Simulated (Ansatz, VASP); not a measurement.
One calculation of TePb, two programs

```
CELL_PARAMETERS angstrom
0.00000 3.14664 3.14664
3.14664 0.00000 3.14664
3.14664 3.14664 0.00000
ATOMIC_POSITIONS crystal
Pb 0.00000 0.00000 0.00000
Te 0.50000 0.50000 0.50000
```

Change from the starting cell: volume scaled by 0.88, LAPW.

Alike in both runs: task single point; functional PBE; k mesh 11 × 11 × 11; occupations fermi-dirac, width 0.1 eV; no spin polarisation.

|  | VASP | Ansatz |
| --- | --- | --- |
| version | VASP 6.6.1 | Ansatz 0.2.0 |
| potentials or method | VASP PAW PBE potentials, release 64 (Pb_d, Te), cutoff 520 eV | all-electron LAPW, scalar-relativistic |

|  | VASP | Ansatz | Ansatz less VASP |
| --- | --- | --- | --- |
| pressure (GPa) | 6.6 | 6.6 | +0.05 |

Ansatz ran all-electron here, and VASP with PAW potentials.

Neither program's run includes spin-orbit coupling.
